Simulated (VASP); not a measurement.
# CoSn (P6/mmm) in VASP: a series of runs

The runs below take CoSn through single point, with PBE.

Everything below comes from runs of VASP 6.6.1. Logs are shortened: lines on timing, memory, paths and dates and some standing lists are left out, and cuts for length are marked.

## (1) The cell of the first run

The structure is hexagonal, space group P6/mmm (No. 191). The conventional cell has a = 5.446 Å, b = 5.446 Å, c = 4.002 Å, α = 90.00°, β = 90.00°, γ = 120.00°. Co (site symmetry mmm) has 6 Sn at 2.54 to 2.72 Å and 4 Co at 2.72 Å within 3.4 Å. Within 3.4 Å of Sn (site symmetry -6m2) lie 6 Co at 2.54 Å and 3 Sn at 3.14 Å. Within 3.8 Å of Sn (site symmetry 6/mmm) lie 6 Co at 2.72 Å and 12 Sn at 3.73 Å.

## (2) Single point, PBE

The input, INCAR:

```
SYSTEM = CoSn
  ALGO = Fast
  EDIFF = 1E-7
  ENCUT = 520
  GGA = PE
  ISIF = 2
  ISMEAR = 0
  LASPH = .True.
  LCHARG = .False.
  LREAL = .False.
  LWAVE = .False.
  NBANDS = 44
  NELM = 100
  PREC = Accurate
  SIGMA = 0.15
```

The input, KPOINTS:

```
k-points
0
Gamma
  12 12 12
  0 0 0
```

The input, POSCAR:

```
CoSn
1.0
    5.4458624855      0.0000000000      0.0000000000
   -2.7229312428      4.7162552580      0.0000000000
    0.0000000000      0.0000000000      4.0015518944
Co Sn
3 3
Direct
    0.0000000000      0.5000000000      0.0000000000
    0.5000000000      0.5000000000      0.0000000000
    0.5000000000      0.0000000000      0.0000000000
    0.6666666667      0.3333333333      0.5000000000
    0.3333333333      0.6666666667      0.5000000000
    0.0000000000      0.0000000000      0.0000000000
```

Potentials or basis: VASP PAW PBE potentials, release 64 (Co, Sn_d).

The run is started by

```bash
$ cat potpaw_PBE.64/Co/POTCAR potpaw_PBE.64/Sn_d/POTCAR > POTCAR
$ mpirun -np 1 vasp_std > vasp.out
```

OUTCAR:

```text
SYSTEM = CoSn
   EDIFF = 1E-7
   ENCUT = 520
   GGA = PE
   ISIF = 2
   ISMEAR = 0
   LASPH = .True.
   LREAL = .False.
   NELM = 100
   PREC = Accurate

 ion  position               nearest neighbor table
   1  0.000  0.500  0.000-   4 2.54   5 2.54   4 2.54   5 2.54   2 2.72   2 2.72   3 2.72   3 2.72
                             6 2.72   6 2.72
   2  0.500  0.500  0.000-   4 2.54   5 2.54   4 2.54   5 2.54   1 2.72   1 2.72   6 2.72   6 2.72
                             3 2.72   3 2.72
   3  0.500  0.000  0.000-   4 2.54   5 2.54   4 2.54   5 2.54   6 2.72   6 2.72   1 2.72   1 2.72
                             2 2.72   2 2.72
   4  0.667  0.333  0.500-   1 2.54   1 2.54   3 2.54   3 2.54   2 2.54   2 2.54   5 3.14   5 3.14
                             5 3.14   6 3.73   6 3.73   6 3.73   6 3.73   6 3.73   6 3.73
   5  0.333  0.667  0.500-   1 2.54   1 2.54   3 2.54   3 2.54   2 2.54   2 2.54   4 3.14   4 3.14
                             4 3.14   6 3.73   6 3.73   6 3.73   6 3.73   6 3.73   6 3.73
   6  0.000  0.000  0.000-   3 2.72   3 2.72   2 2.72   2 2.72   1 2.72   1 2.72   5 3.73   4 3.73
                             5 3.73   4 3.73   4 3.73   5 3.73   5 3.73   4 3.73   5 3.73   5 3.73

  LATTYP: Found a hexagonal cell.
 ALAT       =     5.4458624855
 C/A-ratio  =     0.7347875392

  Lattice vectors:

 A1 = (   5.4458624855,   0.0000000000,   0.0000000000)
 A2 = (  -2.7229312428,   4.7162552580,   0.0000000000)
 A3 = (   0.0000000000,   0.0000000000,   4.0015518944)

Analysis of symmetry for initial positions (statically):
=====================================================================
 Subroutine PRICEL returns:
 Original cell was already a primitive cell.

 Routine SETGRP: Setting up the symmetry group for a
 hexagonal supercell.

 Subroutine GETGRP returns: Found 24 space group operations
 (whereof 24 operations were pure point group operations)
 out of a pool of 24 trial point group operations.

The static configuration has the point symmetry D_6h.

Analysis of symmetry for dynamics (positions and initial velocities):
=====================================================================
 Subroutine PRICEL returns:
 Original cell was already a primitive cell.

 Routine SETGRP: Setting up the symmetry group for a
 hexagonal supercell.

 Subroutine GETGRP returns: Found 24 space group operations
 (whereof 24 operations were pure point group operations)
 out of a pool of 24 trial point group operations.

The dynamic configuration has the point symmetry D_6h.

 Subroutine INISYM returns: Found 24 space group operations
 (whereof 24 operations are pure point group operations),
 and found     1 'primitive' translations

----------------------------------------------------------------------------------------

                                     Primitive cell

  volume of cell :     102.7762

  direct lattice vectors                    reciprocal lattice vectors
     5.445862486  0.000000000  0.000000000     0.183625643  0.106016314  0.000000000
    -2.722931243  4.716255258  0.000000000     0.000000000  0.212032629  0.000000000
     0.000000000  0.000000000  4.001551894     0.000000000  0.000000000  0.249903044

  length of vectors
     5.445862486  5.445862486  4.001551894     0.212032629  0.212032629  0.249903044

  position of ions in fractional coordinates (direct lattice)
     0.000000000  0.500000000  0.000000000
     0.500000000  0.500000000  0.000000000
     0.500000000  0.000000000  0.000000000
     0.666666667  0.333333333  0.500000000
     0.333333333  0.666666667  0.500000000
     0.000000000  0.000000000  0.000000000

  ion indices of the primitive-cell ions
   primitive index   ion index
                 1           1
                 2           2
                 3           3
                 4           4
                 5           5
                 6           6

----------------------------------------------------------------------------------------

 KPOINTS: k-points

Automatic generation of k-mesh.
 Grid dimensions read from file:
 generate k-points for:   12   12   12

 Generating k-lattice:

  Cartesian coordinates                     Fractional coordinates (reciprocal lattice)
     0.015302137  0.008834693  0.000000000     0.083333333  0.000000000  0.000000000
     0.000000000  0.017669386  0.000000000     0.000000000  0.083333333  0.000000000
     0.000000000  0.000000000  0.020825254     0.000000000  0.000000000  0.083333333

  Length of vectors
     0.017669386  0.017669386  0.020825254

  Shift w.r.t. Gamma in fractional coordinates (k-lattice)
     0.000000000  0.000000000  0.000000000

 Subroutine IBZKPT returns following result:
 ===========================================

 Found    133 irreducible k-points:

 Following reciprocal coordinates:
            Coordinates               Weight
  0.000000  0.000000  0.000000      1.000000
  0.083333 -0.000000  0.000000      6.000000
  0.166667  0.000000  0.000000      6.000000
  0.250000  0.000000  0.000000      6.000000
  0.333333  0.000000  0.000000      6.000000
  0.416667  0.000000  0.000000      6.000000
[... 16 lines left out ...]
  0.250000  0.000000  0.083333     12.000000
  0.333333  0.000000  0.083333     12.000000
 [... further k-points ...]
   k-points           NKPTS =    133   k-points in BZ     NKDIM =    133   number of bands    NBANDS=     44
   number of dos      NEDOS =    301   number of ions     NIONS =      6
   total plane-waves  NPLWV =  52920
   dimension x,y,z NGX =    42 NGY =   42 NGZ =   30
   dimension x,y,z NGXF=    84 NGYF=   84 NGZF=   60
   ions per type =               3   3
   NGX,Y,Z   is equivalent  to a cutoff of  12.82, 12.82, 12.46 a.u.
   NGXF,Y,Z  is equivalent  to a cutoff of  25.64, 25.64, 24.93 a.u.
 SYSTEM =  CoSn
   PREC   = accura    normal or accurate (medium, high low for compatibility)
   ISTART =      0    job   : 0-new  1-cont  2-samecut
   ICHARG =      2    charge: 1-file 2-atom 10-const
   ISPIN  =      1    spin polarized calculation?
   LNONCOLLINEAR =      F non collinear calculations
   LSORBIT =      F    spin-orbit coupling
   LASPH  =      T    aspherical Exc in radial PAW
   ENCUT  =  520.0 eV  38.22 Ry    6.18 a.u.  10.13 10.13  7.44*2*pi/ulx,y,z
   NELM   =    100;   NELMIN=  2; NELMDL= -5     # of ELM steps
   EDIFF  = 0.1E-06   stopping-criterion for ELM
   LREAL  =      F    real-space projection
   EDIFFG = 0.1E-05   stopping-criterion for IOM
   NSW    =      0    number of steps for IOM
   IBRION =     -1    ionic relax: 0-MD 1-quasi-New 2-CG
   NFREE  =      0    steps in history (QN), initial steepest desc. (CG)
   ISIF   =      2    stress and relaxation
   ISYM   =      2    0-nonsym 1-usesym 2-fastsym
   POTIM  = 0.5000    time-step for ionic-motion
   TEBEG  =    0.0;   TEEND  =   0.0 temperature during run
   PSTRESS=    0.0 pullay stress
   NELECT =      69.0000    total number of electrons
   NUPDOWN=      -1.0000    fix difference up-down
   EMIN   =  10.00;   EMAX   =-10.00  energy-range for DOS
   EFERMI =   0.00;   METHOD = LEGACY
   ISMEAR =     0;   SIGMA  =   0.15  broadening in eV -4-tet -1-fermi 0-gaus
   EFERMI_NEDOS =   21; number of points for ismear=-14 and -15
   IALGO  =     68    algorithm
   IMIX   =      4    mixing-type and parameters
     AMIX     =   0.40;   BMIX     =  1.00
     AMIX_MAG =   1.60;   BMIX_MAG =  1.00
  volume/ion in A,a.u.               =      17.13       115.59
  Fermi-wavevector in a.u.,A,eV,Ry     =   1.433487  2.708897 27.958402  2.054885
  Thomas-Fermi vector in A             =   2.553000
   LORBIT       =      0    0 simple, 1 ext, 2 COOP (PROOUT), +10 PAW based schemes
   GGA     = PE    functional components
   LHFCALC =     F    Hartree Fock is set to
   AEXX    =    0.0000 exact exchange contribution
   IVDW    =     0    specifies the selected vdW correction
   LEPSILON=     F    determine dielectric tensor
   LRPA    =     F    only Hartree local field effects (RPA)
 non-spin polarized calculation
 RMM-DIIS sequential band-by-band and
 Gauss-broadening in eV      SIGMA  =   0.15
  energy-cutoff  :      520.00
  volume of cell :      102.78
 maximum number of plane-waves:      2793
 NGX is ok and might be reduce to    42

 number of electron      69.0000020 magnetization

 Free energy of the ion-electron system (eV)
  ---------------------------------------------------
  ext. energy  EPLUGINS =         0.00000000
  ---------------------------------------------------
  free energy    TOTEN  =       -32.97817615 eV

  energy without entropy =      -32.94674477  energy(sigma->0) =      -32.96246046

 E-fermi :   9.7929     XC(G=0): -11.7113

 val. band max:        9.7865424243   @ k =   0.2500   0.2500   0.3333
 cond. band min:       9.7929937995   @ k =   0.0833  -0.0000   0.3333
 fundamental gap:      0.0064513752
 Fermi energy:         9.7928902539

 k-point     1 :       0.0000    0.0000    0.0000
  band No.  band energies     occupation
      1     -11.8335      2.00000
      2     -11.7277      2.00000
      3     -11.7277      2.00000
      4     -11.5730      2.00000
      5     -11.5730      2.00000
      6     -11.5276      2.00000
[... 36 lines left out ...]
     43      16.3219      0.00000
     44      16.8794      0.00000

 k-point     2 :       0.0833   -0.0000    0.0000
  band No.  band energies     occupation
      1     -11.8332      2.00000
      2     -11.7278      2.00000
      3     -11.7275      2.00000
      4     -11.5727      2.00000
      5     -11.5727      2.00000
      6     -11.5323      2.00000
[... 36 lines left out ...]
     43      16.0325      0.00000
     44      16.2176      0.00000

 k-point     3 :       0.1667    0.0000    0.0000
  band No.  band energies     occupation
      1     -11.8324      2.00000
      2     -11.7281      2.00000
      3     -11.7271      2.00000
      4     -11.5723      2.00000
      5     -11.5717      2.00000
      6     -11.5434      2.00000
[... 976 lines left out ...]
     43      14.5693      0.00000
     44      16.5227      0.00000

 k-point    24 :       0.3333    0.0000    0.0833
  band No.  band energies     occupation
      1     -11.8285      2.00000
      2     -11.7297      2.00000
      3     -11.7262      2.00000
      4     -11.5777      2.00000
      5     -11.5695      2.00000
      6     -11.5655      2.00000
[... 36 lines left out ...]
     43      14.6242      0.00000
     44      16.2557      0.00000

 [... further k-points ...]

------------------------ aborting loop because EDIFF is reached ----------------------------------------

  FORCE on cell =-STRESS in cart. coord.  units (eV):
  Direction    XX          YY          ZZ          XY          YZ          ZX
  --------------------------------------------------------------------------------------
  -------------------------------------------------------------------------------------
  Total       -2.6789757     -2.6789757      7.1579112      0.0000000      0.0000000     -0.0000000
  in kB      -41.7625418    -41.7625418    111.5846509      0.0000000      0.0000000     -0.0000000
  external PRESSURE =       9.3531891 kB  Pullay stress =       0.0000000 kB

 VOLUME and BASIS-vectors are now :
 -----------------------------------------------------------------------------
  energy-cutoff  :      520.00
  volume of cell :      102.78
      direct lattice vectors                 reciprocal lattice vectors
     5.445862486  0.000000000  0.000000000     0.183625643  0.106016314  0.000000000
    -2.722931243  4.716255258  0.000000000     0.000000000  0.212032629  0.000000000
     0.000000000  0.000000000  4.001551894     0.000000000  0.000000000  0.249903044

 POSITION                                       TOTAL-FORCE (eV/Angst)
 -----------------------------------------------------------------------------------
     -1.36147      2.35813      0.00000         0.000000      0.000000      0.000000
      1.36147      2.35813      0.00000         0.000000      0.000000      0.000000
      2.72293      0.00000      0.00000         0.000000      0.000000      0.000000
      2.72293      1.57209      2.00078         0.000000     -0.000000     -0.000000
     -0.00000      3.14417      2.00078        -0.000000      0.000000      0.000000
      0.00000      0.00000      0.00000         0.000000      0.000000      0.000000
 -----------------------------------------------------------------------------------
    total drift:                                0.000000      0.000000     -0.000000

  FREE ENERGIE OF THE ION-ELECTRON SYSTEM (eV)
  ---------------------------------------------------
  free  energy   TOTEN  =       -32.9781761477 eV

  energy  without entropy=      -32.9467447690  energy(sigma->0) =      -32.96246046
```

Wall time 6.7 min (1 thread of Intel Xeon 6975P-C (Granite Rapids), shared host); peak memory 0.56 GiB.

Results:

- Free energy: -32.9782 eV
- Pressure: 0.9 GPa
- Band gap on the k mesh: zero (an odd number of electrons rules out a gap without spin polarisation)

Caveat: spin-orbit coupling is left out, which moves the levels of the heavy elements; the run has no spin polarisation, though such a crystal can be magnetic. Spin polarisation is off, so any magnetic state and its effect on volume and gap are missing.

## (3) Single point, PBE

This run uses another cell than the first one, of the same volume but with other edges.

The input, INCAR:

```
SYSTEM = CoSn
PREC = Accurate ; ENCUT = 520
EDIFF = 1E-6 ; ISMEAR = 0
SIGMA = 0.15 ; LREAL = .FALSE.
LASPH = .TRUE. ; NELM = 80
ALGO = Fast ; ISIF = 2
LWAVE = .FALSE. ; LCHARG = .FALSE.
GGA = PE ; NBANDS = 44
```

The input, KPOINTS:

```
regular mesh
0
G
  12 12 12
  0 0 0
```

Changes to POSCAR since step 2:

```diff
@@ -2,5 +2,5 @@
 1.0
-    5.4458624855      0.0000000000      0.0000000000
-   -2.7229312428      4.7162552580      0.0000000000
-    0.0000000000      0.0000000000      4.0015518944
+    5.1309571145      0.0000000000      0.0000000000
+   -2.5654785573      4.4435392069      0.0000000000
+    0.0000000000      0.0000000000      4.5078040075
 Co Sn
```

Potentials or basis: VASP PAW PBE potentials, release 64 (Co, Sn_d).

The run is started by

```bash
$ cat potpaw_PBE.64/Co/POTCAR potpaw_PBE.64/Sn_d/POTCAR > POTCAR
$ mpirun -np 1 vasp_std > vasp.out
```

It took 5.9 min on 1 thread of Intel Xeon 6975P-C (Granite Rapids), shared host; peak memory 0.58 GiB.

It converged, with:

```
Free energy            : -32.9115 eV
Pressure               : 1.3 GPa
Band gap on the k mesh : zero (an odd number of electrons rules out a gap without spin polarisation)
```

Stress tensor (GPa, compression positive):
```
  7.01   0.00   0.00
  0.00   7.01   0.00
  0.00   0.00 -10.11
```

Levels at points of the mesh, in eV from the Fermi level:
```csv
k point,band 31,band 32,band 33,band 34,band 35,band 36,band 37,band 38
"(0.00, 0.00, 0.00)",-0.37,-0.36,-0.19,-0.19,0.60,0.70,1.32,1.32
"(0.50, 0.00, 0.00)",-0.60,-0.32,-0.23,0.67,0.82,1.32,1.46,1.66
"(0.00, 0.00, 0.50)",-0.90,-0.39,-0.33,-0.33,-0.24,-0.24,0.22,0.70
"(0.50, 0.00, 0.50)",-0.92,-0.77,-0.49,-0.31,-0.28,-0.05,0.49,1.48
```

Caveat: spin-orbit coupling is left out, which moves the levels of the heavy elements; the run has no spin polarisation, though such a crystal can be magnetic.
